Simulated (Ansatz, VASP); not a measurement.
CdF2 in VASP and in Ansatz

```
CELL_PARAMETERS angstrom
-0.20100 2.74027 2.63066
2.74027 -0.20100 2.63066
2.53927 2.53927 0.00000
ATOMIC_POSITIONS crystal
Cd 0.00000 0.00000 0.00000
F 0.25000 0.25000 0.25000
F 0.75000 0.75000 0.75000
```

Change from the starting cell: engineering shear strain xy -0.1467, normal strain along z -0.0400.

Alike in both runs: task single point; functional PBE; k mesh 8 × 8 × 8; occupations gaussian, width 0.05 eV; no spin polarisation.

|  | VASP | Ansatz |
| --- | --- | --- |
| version | VASP 6.6.1 | Ansatz 0.2.0 |
| potentials or method | VASP PAW PBE potentials, release 64 (Cd, F), cutoff 520 eV | scalar-relativistic, plane waves, PAW |
| valence electrons in the cell | 26 | 34 |

Ansatz gave:

| Quantity | Value |
| --- | --- |
| gap on the k mesh at the Fermi level (eV) | 2.99 |
| least direct gap on the mesh (eV) | 3.26 |
| pressure (GPa) | 7.1 |
| traceless stress, the component that is largest in VASP (GPa) | 4.60 |
| rms of the force components (eV/Å) | 0.190 |

Task: Estimate VASP's values.

Result: gap on the k mesh at the Fermi level (eV): 2.96; least direct gap on the mesh (eV): 3.22; pressure (GPa): 8.0; traceless stress, the component that is largest in VASP (GPa): 5.22; rms of the force components (eV/Å): 0.220.

Atom by atom the forces differ by 0.029 eV/Å (rms over components). VASP's potentials hold 26 valence electrons a cell and Ansatz's 34, so a difference there can come from the potentials and not from the codes.
